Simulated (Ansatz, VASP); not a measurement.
SrCl2 in VASP and in Ansatz

```xyz
3
Lattice="0.0000 3.5206 3.5206 3.5206 0.0000 3.5206 3.5206 3.5206 0.0000" Properties=species:S:1:pos:R:3 pbc="T T T"
Sr    0.0000    0.0500    0.0000
Cl    1.7603    1.7603    1.7603
Cl    5.2809    5.2809    5.2809
```

Alike in both runs: task single point; functional PBE; k mesh 8 × 8 × 8; occupations gaussian, width 0.05 eV; no spin polarisation.

|  | VASP | Ansatz |
| --- | --- | --- |
| version | VASP 6.6.1 | Ansatz 0.2.0 |
| potentials or method | VASP PAW PBE potentials, release 64 (Sr_sv, Cl), cutoff 520 eV | scalar-relativistic, plane waves, PAW |
| valence electrons in the cell | 24 | 24 |

```tsv
	VASP	Ansatz	Ansatz less VASP
gap on the k mesh at the Fermi level (eV)	5.23	5.23	+0.004
least direct gap on the mesh (eV)	5.51	5.52	+0.003
pressure (GPa)	0.1	0.0	-0.07
rms of the force components (eV/Å)	0.048	0.047	-0.0013
```

Atom by atom the forces differ by 0.001 eV/Å (rms over components). The functional is the same, so the differences come from potentials, cutoffs and numerics.
